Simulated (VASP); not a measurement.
# Ba (Im-3m) in VASP: a series of runs

Runs on Ba. Level: PBEsol. Tasks: single point, relaxation of volume and atoms at fixed shape.

Everything below comes from runs of VASP 6.6.1. Logs are shortened: lines on timing, memory, paths and dates and some standing lists are left out, and cuts for length are marked.

## 1. The cell of the first run

Symmetry: Im-3m, No. 229, cubic system. The conventional cell has a = 4.888 Å, b = 4.888 Å, c = 4.888 Å, α = 90.00°, β = 90.00°, γ = 90.00°. Ba (site symmetry m-3m) has 14 Ba at 4.23 to 4.89 Å within 5.6 Å.

## 2. Single point, PBEsol

The input, INCAR:

```
PREC = Accurate
ENCUT = 520
EDIFF = 1E-6
ISMEAR = 0
SIGMA = 0.1
LREAL = F
LASPH = T
NELM = 80
ALGO = Normal
ISIF = 2
LWAVE = F
LCHARG = F
GGA = PS
NBANDS = 11
```

The input, KPOINTS:

```
Automatic mesh
0
Gamma
  7 7 7
```

The input, POSCAR:

```
Ba
1.0
   -2.4437702552      2.4437702552      2.4437702552
    2.4437702552     -2.4437702552      2.4437702552
    2.4437702552      2.4437702552     -2.4437702552
Ba
1
Direct
    0.0000000000      0.0000000000      0.0000000000
```

Potentials or basis: VASP PAW PBE potentials, release 64 (Ba_sv).

Started as:

```bash
> cat potpaw_PBE.64/Ba_sv/POTCAR > POTCAR
> mpirun -np 1 vasp_std > vasp.out
```

OUTCAR:

```text
PREC = Accurate
   ENCUT = 520
   EDIFF = 1E-6
   ISMEAR = 0
   LREAL = F
   LASPH = T
   NELM = 80
   ISIF = 2
   GGA = PS

 ion  position               nearest neighbor table
   1  0.000  0.000  0.000-

  LATTYP: Found a body centered cubic cell.
 ALAT       =     4.8875405104

  Lattice vectors:

 A1 = (  -2.4437702552,   2.4437702552,   2.4437702552)
 A2 = (   2.4437702552,  -2.4437702552,   2.4437702552)
 A3 = (   2.4437702552,   2.4437702552,  -2.4437702552)

Analysis of symmetry for initial positions (statically):
=====================================================================
 Subroutine PRICEL returns:
 Original cell was already a primitive cell.

 Routine SETGRP: Setting up the symmetry group for a
 body centered cubic supercell.

 Subroutine GETGRP returns: Found 48 space group operations
 (whereof 48 operations were pure point group operations)
 out of a pool of 48 trial point group operations.

The static configuration has the point symmetry O_h .

Analysis of symmetry for dynamics (positions and initial velocities):
=====================================================================
 Subroutine PRICEL returns:
 Original cell was already a primitive cell.

 Routine SETGRP: Setting up the symmetry group for a
 body centered cubic supercell.

 Subroutine GETGRP returns: Found 48 space group operations
 (whereof 48 operations were pure point group operations)
 out of a pool of 48 trial point group operations.

The dynamic configuration has the point symmetry O_h .

 Subroutine INISYM returns: Found 48 space group operations
 (whereof 48 operations are pure point group operations),
 and found     1 'primitive' translations

----------------------------------------------------------------------------------------

                                     Primitive cell

  volume of cell :      58.3769

  direct lattice vectors                    reciprocal lattice vectors
    -2.443770255  2.443770255  2.443770255     0.000000000  0.204601885  0.204601885
     2.443770255 -2.443770255  2.443770255     0.204601885  0.000000000  0.204601885
     2.443770255  2.443770255 -2.443770255     0.204601885  0.204601885  0.000000000

  length of vectors
     4.232734244  4.232734244  4.232734244     0.289350760  0.289350760  0.289350760

  position of ions in fractional coordinates (direct lattice)
[... 75 lines left out ...]
   NSW    =      0    number of steps for IOM
   IBRION =     -1    ionic relax: 0-MD 1-quasi-New 2-CG
   NFREE  =      0    steps in history (QN), initial steepest desc. (CG)
   ISIF   =      2    stress and relaxation
   ISYM   =      2    0-nonsym 1-usesym 2-fastsym
   POTIM  = 0.5000    time-step for ionic-motion
   TEBEG  =    0.0;   TEEND  =   0.0 temperature during run
   PSTRESS=    0.0 pullay stress
   NELECT =      10.0000    total number of electrons
   NUPDOWN=      -1.0000    fix difference up-down
   EMIN   =  10.00;   EMAX   =-10.00  energy-range for DOS
   EFERMI =   0.00;   METHOD = LEGACY
   ISMEAR =     0;   SIGMA  =   0.10  broadening in eV -4-tet -1-fermi 0-gaus
   EFERMI_NEDOS =   21; number of points for ismear=-14 and -15
   IALGO  =     38    algorithm
   IMIX   =      4    mixing-type and parameters
     AMIX     =   0.40;   BMIX     =  1.00
     AMIX_MAG =   1.60;   BMIX_MAG =  1.00
  volume/ion in A,a.u.               =      58.38       393.95
  Fermi-wavevector in a.u.,A,eV,Ry     =   0.909204  1.718146 11.247271  0.826651
  Thomas-Fermi vector in A             =   2.033220
   LORBIT       =      0    0 simple, 1 ext, 2 COOP (PROOUT), +10 PAW based schemes
   GGA     = PS    functional components
   LHFCALC =     F    Hartree Fock is set to
   AEXX    =    0.0000 exact exchange contribution
   IVDW    =     0    specifies the selected vdW correction
   LEPSILON=     F    determine dielectric tensor
   LRPA    =     F    only Hartree local field effects (RPA)
 non-spin polarized calculation
 Gauss-broadening in eV      SIGMA  =   0.10
  energy-cutoff  :      520.00
  volume of cell :       58.38
 maximum number of plane-waves:      1584
   NGX = 15   NGY = 15   NGZ = 15

 number of electron      10.0000001 magnetization

 Free energy of the ion-electron system (eV)
  ---------------------------------------------------
  ext. energy  EPLUGINS =         0.00000000
  ---------------------------------------------------
  free energy    TOTEN  =        -2.14483066 eV

  energy without entropy =       -2.13390566  energy(sigma->0) =       -2.13936816

 E-fermi :   1.7244     XC(G=0):  -7.7587

 val. band max:        1.6743009723   @ k =   0.2857   0.2857   0.0000
 cond. band min:       1.7642883861   @ k =  -0.4286   0.4286   0.2857
 fundamental gap:      0.0899874138
 Fermi energy:         1.7243934768

 k-point     1 :       0.0000    0.0000    0.0000
  band No.  band energies     occupation
      1     -26.9385      2.00000
      2     -11.8198      2.00000
      3     -11.8198      2.00000
      4     -11.8198      2.00000
      5      -1.0122      2.00000
      6       3.6866      0.00000
      7       3.6866      0.00000
      8       3.6866      0.00000
      9       5.2314      0.00000
     10       5.2314      0.00000
     11       8.9513      0.00000
[... 253 lines left out ...]
 k-point    20 :      -0.4286    0.4286    0.4286
  band No.  band energies     occupation
      1     -26.8374      2.00000
      2     -12.2292      2.00000
      3     -12.2069      2.00000
      4     -12.2069      2.00000
      5       1.2573      2.00000
      6       1.2886      2.00000
      7       5.5006      0.00000
      8       5.5006      0.00000
      9       5.9970      0.00000
     10       6.6140      0.00000
     11       8.1480      0.00000

------------------------ aborting loop because EDIFF is reached ----------------------------------------

  FORCE on cell =-STRESS in cart. coord.  units (eV):
  Direction    XX          YY          ZZ          XY          YZ          ZX
  --------------------------------------------------------------------------------------
  -------------------------------------------------------------------------------------
  Total        0.0417115      0.0417115      0.0417115      0.0000000      0.0000000     -0.0000000
  in kB        1.1447872      1.1447872      1.1447872      0.0000000      0.0000000     -0.0000000
  external PRESSURE =       1.1447872 kB  Pullay stress =       0.0000000 kB

 VOLUME and BASIS-vectors are now :
 -----------------------------------------------------------------------------
  energy-cutoff  :      520.00
  volume of cell :       58.38
      direct lattice vectors                 reciprocal lattice vectors
    -2.443770255  2.443770255  2.443770255     0.000000000  0.204601885  0.204601885
     2.443770255 -2.443770255  2.443770255     0.204601885  0.000000000  0.204601885
     2.443770255  2.443770255 -2.443770255     0.204601885  0.204601885  0.000000000

 POSITION                                       TOTAL-FORCE (eV/Angst)
 -----------------------------------------------------------------------------------
      0.00000      0.00000      0.00000        -0.000000     -0.000000      0.000000
 -----------------------------------------------------------------------------------
    total drift:                                0.000000      0.000000     -0.000000

  FREE ENERGIE OF THE ION-ELECTRON SYSTEM (eV)
  ---------------------------------------------------
  free  energy   TOTEN  =        -2.1448306601 eV

  energy  without entropy=       -2.1339056624  energy(sigma->0) =       -2.13936816
```

OSZICAR:

```text
N       E                     dE             d eps       ncg     rms          rms(c)
DAV:   1     0.515893354583E+02    0.51589E+02   -0.42679E+03   440   0.756E+02
DAV:   2     0.167381780433E+00   -0.51422E+02   -0.50243E+02   518   0.138E+02
DAV:   3    -0.208270584678E+01   -0.22501E+01   -0.22339E+01   558   0.289E+01
DAV:   4    -0.214600564279E+01   -0.63300E-01   -0.63247E-01   538   0.458E+00
DAV:   5    -0.214823332528E+01   -0.22277E-02   -0.22276E-02   648   0.641E-01    0.174E+00
DAV:   6    -0.214597796164E+01    0.22554E-02   -0.36218E-03   511   0.540E-01    0.102E+00
DAV:   7    -0.214474102842E+01    0.12369E-02   -0.63533E-03   625   0.721E-01    0.444E-02
DAV:   8    -0.214482725568E+01   -0.86227E-04   -0.13595E-04   543   0.750E-02    0.658E-03
DAV:   9    -0.214483084690E+01   -0.35912E-05   -0.54192E-06   576   0.145E-02    0.200E-03
DAV:  10    -0.214483066010E+01    0.18680E-06   -0.22116E-07   319   0.346E-03
   1 F= -.21448307E+01 E0= -.21393682E+01  d E =-.109250E-01
```

stdout:

```text
POSCAR found type information on POSCAR Ba
 POSCAR found :  1 types and       1 ions
 scaLAPACK will be used
 -----------------------------------------------------------------------------
|                                                                             |
|                                                                             |
|     You enforced a specific xc type in the INCAR file but a different       |
|     I HOPE YOU KNOW WHAT YOU ARE DOING!                                     |
|                                                                             |
 -----------------------------------------------------------------------------

 LDA part: xc-table for (Slater+PW92), standard interpolation
 POSCAR, INCAR and KPOINTS ok, starting setup
 FFT: planning ... GRIDC
 FFT: planning ... GRID_SOFT
 FFT: planning ... GRID
 WAVECAR not read
 entering main loop
```

Wall time 4.9 s (1 thread of AMD EPYC 9R45 (Zen 5), shared host); peak memory 0.14 GiB.

What came out:

| Item | Value |
| --- | --- |
| Free energy | -2.1448 eV |
| Pressure | 0.1 GPa |
| Band gap on the k mesh | zero (band 5 reaches 2.07 eV, above the bottom of band 6 at 1.29 eV) |

Caveat: the PAW data sets were made with another functional, which shifts forces and pressure a little; spin-orbit coupling is left out, which moves the levels of the heavy elements.

## 3. Relaxation of volume and atoms at fixed shape, PBEsol

This run uses another cell than the first one, of 62.99 Å³/atom, 1.079 times its volume.

The input, INCAR:

```
PREC = Accurate
ENCUT = 600
EDIFF = 1E-6
ISMEAR = 0
SIGMA = 0.1
LREAL = False
LASPH = True
NELM = 60
ALGO = Normal
ISIF = 8
LWAVE = False
LCHARG = False
GGA = PS
IBRION = 2
NSW = 60
EDIFFG = -0.01
```

The input, KPOINTS:

```
regular mesh
0
Gamma
  7 7 7
```

The input, POSCAR:

```
Ba
1.0
   -2.5065000000      2.5065000000      2.5065000000
    2.5065000000     -2.5065000000      2.5065000000
    2.5065000000      2.5065000000     -2.5065000000
Ba
1
Direct
    0.0000000000      0.0000000000      0.0000000000
```

Potentials or basis: VASP PAW PBE potentials, release 64 (Ba_sv).

Started as:

```bash
> cat potpaw_PBE.64/Ba_sv/POTCAR > POTCAR
> mpirun -np 1 vasp_std > vasp.out
```

Run time: 23 s. Hardware: 1 thread of AMD EPYC 9R45 (Zen 5), shared host; peak memory 0.18 GiB.

The run converged. Its results:

| Item | Value |
| --- | --- |
| Free energy | -2.1451 eV |
| Relaxed volume | 59.04 Å³/atom |
| Relaxed cell | a = 4.249 Å, b = 4.249 Å, c = 4.249 Å, α = 109.47°, β = 109.47°, γ = 109.47° |
| Space group after relaxing (to 0.05 Å) | Im-3m (No. 229) |
| Energy gained by relaxing | 6.8 meV/atom |
| Ionic steps | 4 |
| Pressure after relaxing | 0.0 GPa |
| Band gap on the k mesh | zero (band 5 reaches 2.03 eV, above the bottom of band 6 at 1.26 eV) |

Step by step:
```csv
step,energy change (eV),largest force (eV/Å),pressure (GPa),volume (Å³)
1,0.0000,0.0000,-0.53,62.99
2,-0.0049,0.0000,-0.31,61.11
3,-0.0066,0.0000,0.09,58.44
4,-0.0068,0.0000,0.01,59.04
```

Final structure:
```yaml
crystal:
  lattice:
    - [-2.45292, 2.45292, 2.45292]
    - [2.45292, -2.45292, 2.45292]
    - [2.45292, 2.45292, -2.45292]
  atoms:
    - { symbol: Ba, position: [0.00000, 0.00000, 0.00000] }
```

Levels at points of the mesh, in eV from the Fermi level:
```csv
k point,band 1,band 2,band 3,band 4,band 5,band 6,band 7,band 8,band 9
"(0.00, 0.00, 0.00)",-28.68,-13.57,-13.57,-13.57,-2.73,1.95,1.95,1.95,3.48
```

Caveat: the PAW data sets were made with another functional, which shifts forces and pressure a little; spin-orbit coupling is left out, which moves the levels of the heavy elements.
